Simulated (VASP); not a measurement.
# CuO (Cccm) in VASP: notebook

Runs on CuO. Level: PBE. Tasks: single point, relaxation of shape and atoms at fixed volume.

Program: VASP 6.6.1. These are calculated values, not measurements. Logs are shortened: lines on timing, memory, paths and dates and some standing lists are left out, and cuts for length are marked.

## Step 1: The cell of the first run

It takes space group Cccm (No. 66, orthorhombic). The conventional cell has a = 4.108 Å, b = 4.116 Å, c = 5.139 Å, α = 90.00°, β = 90.00°, γ = 90.00°. Within 2.6 Å of Cu (site symmetry 2/m) lie 4 O at 1.94 Å. Within 2.6 Å of O (site symmetry 222) lie 4 Cu at 1.94 Å and 2 O at 2.57 Å.

## Step 2: Single point, PBE (10.86 Å³/atom)

Contents of INCAR:

```
PREC     = Accurate       # precision mode
ENCUT    = 520            # plane-wave cutoff, eV
EDIFF    = 1E-6           # SCF threshold, eV
ISMEAR   = 0              # smearing method
SIGMA    = 0.1            # smearing width, eV
LREAL    = F              # projectors in reciprocal space
LASPH    = T              # aspherical terms in the spheres
NELM     = 80             # most SCF steps
ALGO     = Normal         # electronic algorithm
ISIF     = 2              # what is computed and relaxed
LWAVE    = F              # write WAVECAR
LCHARG   = T              # write CHGCAR
GGA      = PE             # functional
LELF     = T              # ELF
LVHAR    = T            
NBANDS   = 25             # bands
```

Contents of KPOINTS:

```
regular mesh
0
Gamma
  14 14 8
```

Contents of POSCAR:

```
CuO
1.0
    2.0537784586     -2.0580327470      0.0000000000
    2.0537784586      2.0580327470      0.0000000000
    0.0000000000      0.0000000000      5.1393710819
Cu O
2 2
Direct
    0.0000000000      0.5000000000      0.0000000000
    0.5000000000      0.0000000000      0.5000000000
    0.5000000000      0.5000000000      0.2500000000
    0.5000000000      0.5000000000      0.7500000000
```

Potentials or basis: VASP PAW PBE potentials, release 64 (Cu, O).

Started as:

```
$ cat potpaw_PBE.64/Cu/POTCAR potpaw_PBE.64/O/POTCAR > POTCAR
$ mpirun -np 1 vasp_std > vasp.out
```

OUTCAR:

```text
PREC = Accurate
   ENCUT = 520
   EDIFF = 1E-6
   ISMEAR = 0
   LREAL = F
   LASPH = T
   NELM = 80
   ISIF = 2
   GGA = PE

 ion  position               nearest neighbor table
   1  0.000  0.500  0.000-   3 1.94   4 1.94   3 1.94   4 1.94
   2  0.500  0.000  0.500-   3 1.94   4 1.94   3 1.94   4 1.94
   3  0.500  0.500  0.250-   1 1.94   2 1.94   2 1.94   1 1.94
   4  0.500  0.500  0.750-   1 1.94   2 1.94   2 1.94   1 1.94

  LATTYP: Found a base centered orthorhombic cell.
 ALAT       =     4.1075569172
 B/A-ratio  =     1.0020714446
 C/A-ratio  =     1.2511989938

  Lattice vectors:

 A1 = (   2.0537784586,  -2.0580327470,   0.0000000000)
 A2 = (   2.0537784586,   2.0580327470,   0.0000000000)
 A3 = (   0.0000000000,   0.0000000000,   5.1393710819)

Analysis of symmetry for initial positions (statically):
=====================================================================
 Subroutine PRICEL returns:
 Original cell was already a primitive cell.

 Routine SETGRP: Setting up the symmetry group for a
 base centered orthorhombic supercell.

 Subroutine GETGRP returns: Found  8 space group operations
 (whereof  4 operations were pure point group operations)
 out of a pool of  8 trial point group operations.

The static configuration has the point symmetry C_2h.
 The point group associated with its full space group is D_2h.

Analysis of symmetry for dynamics (positions and initial velocities):
=====================================================================
 Subroutine PRICEL returns:
 Original cell was already a primitive cell.

 Routine SETGRP: Setting up the symmetry group for a
 base centered orthorhombic supercell.

 Subroutine GETGRP returns: Found  8 space group operations
 (whereof  4 operations were pure point group operations)
 out of a pool of  8 trial point group operations.

The dynamic configuration has the point symmetry C_2h.
 The point group associated with its full space group is D_2h.

 Subroutine INISYM returns: Found  8 space group operations
 (whereof  4 operations are pure point group operations),
 and found     1 'primitive' translations

----------------------------------------------------------------------------------------

                                     Primitive cell

  volume of cell :      43.4456

  direct lattice vectors                    reciprocal lattice vectors
     2.053778459 -2.058032747  0.000000000     0.243453717 -0.242950459  0.000000000
     2.053778459  2.058032747  0.000000000     0.243453717  0.242950459  0.000000000
     0.000000000  0.000000000  5.139371082     0.000000000  0.000000000  0.194576337

  length of vectors
     2.907491143  2.907491143  5.139371082     0.343939875  0.343939875  0.194576337

  position of ions in fractional coordinates (direct lattice)
     1.000000000  0.500000000  0.000000000
     0.500000000  1.000000000  0.500000000
     0.500000000  0.500000000  0.250000000
     0.500000000  0.500000000  0.750000000

  ion indices of the primitive-cell ions
   primitive index   ion index
                 1           1
                 2           2
                 3           3
                 4           4

----------------------------------------------------------------------------------------

 KPOINTS: regular mesh

Automatic generation of k-mesh.
 Grid dimensions read from file:
 generate k-points for:   14   14    8

 Generating k-lattice:

  Cartesian coordinates                     Fractional coordinates (reciprocal lattice)
     0.017389551 -0.017353604  0.000000000     0.071428571  0.000000000  0.000000000
     0.017389551  0.017353604  0.000000000     0.000000000  0.071428571  0.000000000
     0.000000000  0.000000000  0.024322042     0.000000000  0.000000000  0.125000000

  Length of vectors
     0.024567134  0.024567134  0.024322042

  Shift w.r.t. Gamma in fractional coordinates (k-lattice)
     0.000000000  0.000000000  0.000000000

 Subroutine IBZKPT returns following result:
 ===========================================

 Found    285 irreducible k-points:

 Following reciprocal coordinates:
            Coordinates               Weight
  0.000000  0.000000  0.000000      1.000000
  0.071429  0.000000  0.000000      4.000000
  0.142857 -0.000000  0.000000      4.000000
  0.214286  0.000000  0.000000      4.000000
  0.285714  0.000000  0.000000      4.000000
  0.357143  0.000000  0.000000      4.000000
[... 16 lines left out ...]
  0.214286  0.142857  0.000000      4.000000
  0.285714  0.142857  0.000000      4.000000
 [... further k-points ...]
   k-points           NKPTS =    285   k-points in BZ     NKDIM =    285   number of bands    NBANDS=     25
   number of dos      NEDOS =    301   number of ions     NIONS =      4
   total plane-waves  NPLWV =  23040
   dimension x,y,z NGX =    24 NGY =   24 NGZ =   40
   dimension x,y,z NGXF=    48 NGYF=   48 NGZF=   80
   ions per type =               2   2
   NGX,Y,Z   is equivalent  to a cutoff of  13.72, 13.72, 12.94 a.u.
   NGXF,Y,Z  is equivalent  to a cutoff of  27.45, 27.45, 25.88 a.u.
 SYSTEM =  unknown system
   PREC   = accura    normal or accurate (medium, high low for compatibility)
   ISTART =      0    job   : 0-new  1-cont  2-samecut
   ICHARG =      2    charge: 1-file 2-atom 10-const
   ISPIN  =      1    spin polarized calculation?
   LNONCOLLINEAR =      F non collinear calculations
   LSORBIT =      F    spin-orbit coupling
   LASPH  =      T    aspherical Exc in radial PAW
   ENCUT  =  520.0 eV  38.22 Ry    6.18 a.u.   5.41  5.41  9.56*2*pi/ulx,y,z
   NELM   =     80;   NELMIN=  2; NELMDL= -5     # of ELM steps
   EDIFF  = 0.1E-05   stopping-criterion for ELM
   LREAL  =      F    real-space projection
   EDIFFG = 0.1E-04   stopping-criterion for IOM
   NSW    =      0    number of steps for IOM
   IBRION =     -1    ionic relax: 0-MD 1-quasi-New 2-CG
   NFREE  =      0    steps in history (QN), initial steepest desc. (CG)
   ISIF   =      2    stress and relaxation
   ISYM   =      2    0-nonsym 1-usesym 2-fastsym
   POTIM  = 0.5000    time-step for ionic-motion
   TEBEG  =    0.0;   TEEND  =   0.0 temperature during run
   PSTRESS=    0.0 pullay stress
   NELECT =      34.0000    total number of electrons
   NUPDOWN=      -1.0000    fix difference up-down
   EMIN   =  10.00;   EMAX   =-10.00  energy-range for DOS
   EFERMI =   0.00;   METHOD = LEGACY
   ISMEAR =     0;   SIGMA  =   0.10  broadening in eV -4-tet -1-fermi 0-gaus
   EFERMI_NEDOS =   21; number of points for ismear=-14 and -15
   IALGO  =     38    algorithm
   IMIX   =      4    mixing-type and parameters
     AMIX     =   0.40;   BMIX     =  1.00
     AMIX_MAG =   1.60;   BMIX_MAG =  1.00
  volume/ion in A,a.u.               =      10.86        73.30
  Fermi-wavevector in a.u.,A,eV,Ry     =   1.508641  2.850918 30.966821  2.275997
  Thomas-Fermi vector in A             =   2.619068
   LORBIT       =      0    0 simple, 1 ext, 2 COOP (PROOUT), +10 PAW based schemes
   GGA     = PE    functional components
   LHFCALC =     F    Hartree Fock is set to
   AEXX    =    0.0000 exact exchange contribution
   IVDW    =     0    specifies the selected vdW correction
   LEPSILON=     F    determine dielectric tensor
   LRPA    =     F    only Hartree local field effects (RPA)
 non-spin polarized calculation
 Gauss-broadening in eV      SIGMA  =   0.10
  energy-cutoff  :      520.00
  volume of cell :       43.45
 maximum number of plane-waves:      1194
 NGX is ok and might be reduce to    24
   NGX = 11   NGY = 11   NGZ = 19

 number of electron      33.9999984 magnetization

 Free energy of the ion-electron system (eV)
  ---------------------------------------------------
  ext. energy  EPLUGINS =         0.00000000
  ---------------------------------------------------
  free energy    TOTEN  =       -19.71098144 eV

  energy without entropy =      -19.69808286  energy(sigma->0) =      -19.70453215

 E-fermi :   5.1529     XC(G=0): -11.4304

 val. band max:        5.1525641738   @ k =   0.4286   0.3571   0.3750
 cond. band min:       5.1632106463   @ k =   0.2143   0.0714   0.1250
 fundamental gap:      0.0106464725
 Fermi energy:         5.1528708025

 k-point     1 :       0.0000    0.0000    0.0000
  band No.  band energies     occupation
      1     -14.8163      2.00000
      2     -13.4839      2.00000
      3      -3.1444      2.00000
      4      -0.3955      2.00000
      5      -0.3913      2.00000
      6       1.3046      2.00000
[... 17 lines left out ...]
     24      19.8040      0.00000
     25      20.0741      0.00000

 k-point     2 :       0.0714    0.0000    0.0000
  band No.  band energies     occupation
      1     -14.7881      2.00000
      2     -13.4752      2.00000
      3      -3.0958      2.00000
      4      -0.4229      2.00000
      5      -0.3793      2.00000
      6       1.0039      2.00000
[... 17 lines left out ...]
     24      19.8950      0.00000
     25      20.1116      0.00000

 k-point     3 :       0.1429   -0.0000    0.0000
  band No.  band energies     occupation
      1     -14.7076      2.00000
      2     -13.4505      2.00000
      3      -2.9565      2.00000
      4      -0.4950      2.00000
      5      -0.3395      2.00000
      6       0.3569      2.00000
[... 17 lines left out ...]
     24      20.1338      0.00000
     25      20.1600      0.00000

 k-point     4 :       0.2143    0.0000    0.0000
  band No.  band energies     occupation
      1     -14.5876      2.00000
      2     -13.4144      2.00000
      3      -2.7467      2.00000
      4      -0.5735      2.00000
      5      -0.3698      2.00000
      6      -0.2807      2.00000
[... 17 lines left out ...]
     24      20.0533      0.00000
     25      20.3501      0.00000
[... 477 lines left out ...]
 k-point    22 :       0.1429    0.1429    0.0000
  band No.  band energies     occupation
      1     -14.6003      2.00000
      2     -13.4186      2.00000
      3      -2.7673      2.00000
      4      -0.4815      2.00000
      5      -0.3910      2.00000
      6       0.2383      2.00000
[... 17 lines left out ...]
     24      18.0879      0.00000
     25      20.3981      0.00000

 k-point    23 :       0.2143    0.1429    0.0000
  band No.  band energies     occupation
      1     -14.4824      2.00000
      2     -13.3845      2.00000
      3      -2.5558      2.00000
      4      -0.5312      2.00000
      5      -0.3479      2.00000
      6      -0.3432      2.00000
[... 17 lines left out ...]
     24      17.9188      0.00000
     25      20.4237      0.00000

 k-point    24 :       0.2857    0.1429    0.0000
  band No.  band energies     occupation
      1     -14.3462      2.00000
      2     -13.3463      2.00000
      3      -2.3073      2.00000
      4      -0.9910      2.00000
      5      -0.5628      2.00000
      6      -0.2846      2.00000
[... 17 lines left out ...]
     24      18.2253      0.00000
     25      20.1093      0.00000

 [... further k-points ...]

------------------------ aborting loop because EDIFF is reached ----------------------------------------

  FORCE on cell =-STRESS in cart. coord.  units (eV):
  Direction    XX          YY          ZZ          XY          YZ          ZX
  --------------------------------------------------------------------------------------
  -------------------------------------------------------------------------------------
  Total        1.3668125      1.3622985      1.5137110      0.0000000      0.0000000      0.0000000
  in kB       50.4050072     50.2385388     55.8222954      0.0000000      0.0000000      0.0000000
  external PRESSURE =      52.1552805 kB  Pullay stress =       0.0000000 kB

 VOLUME and BASIS-vectors are now :
 -----------------------------------------------------------------------------
  energy-cutoff  :      520.00
  volume of cell :       43.45
      direct lattice vectors                 reciprocal lattice vectors
     2.053778459 -2.058032747  0.000000000     0.243453717 -0.242950459  0.000000000
     2.053778459  2.058032747  0.000000000     0.243453717  0.242950459  0.000000000
     0.000000000  0.000000000  5.139371082     0.000000000  0.000000000  0.194576337

 POSITION                                       TOTAL-FORCE (eV/Angst)
 -----------------------------------------------------------------------------------
      1.02689      1.02902      0.00000         0.000000     -0.000000      0.000000
      1.02689     -1.02902      2.56969        -0.000000     -0.000000      0.000000
      2.05378      0.00000      1.28484         0.000000     -0.000000      0.000000
      2.05378      0.00000      3.85453         0.000000      0.000000      0.000000
 -----------------------------------------------------------------------------------
    total drift:                                0.000000     -0.000000     -0.000000

  FREE ENERGIE OF THE ION-ELECTRON SYSTEM (eV)
  ---------------------------------------------------
  free  energy   TOTEN  =       -19.7109814392 eV

  energy  without entropy=      -19.6980828590  energy(sigma->0) =      -19.70453215
```

It took 2.4 min on 1 thread of Intel Xeon Platinum 8559C (Emerald Rapids), shared host; peak memory 0.36 GiB.

Results:

* Free energy: -19.7110 eV
* Pressure: 5.2 GPa
* Band gap on the k mesh: zero (bands 17 and 18 overlap by 1.17 eV)

Stress tensor (GPa, compression positive):
```
5.04 0.00 0.00
0.00 5.02 0.00
0.00 0.00 5.58
```

Caveat: the cell stands under pressure; semilocal functionals often make such compounds metallic where correlation or magnetic order opens a gap, which also shifts bond lengths. With open d or f shells a metallic result of PBE can be an artefact of self-interaction; +U or a hybrid may open a gap.

[end of part 1 of 2]
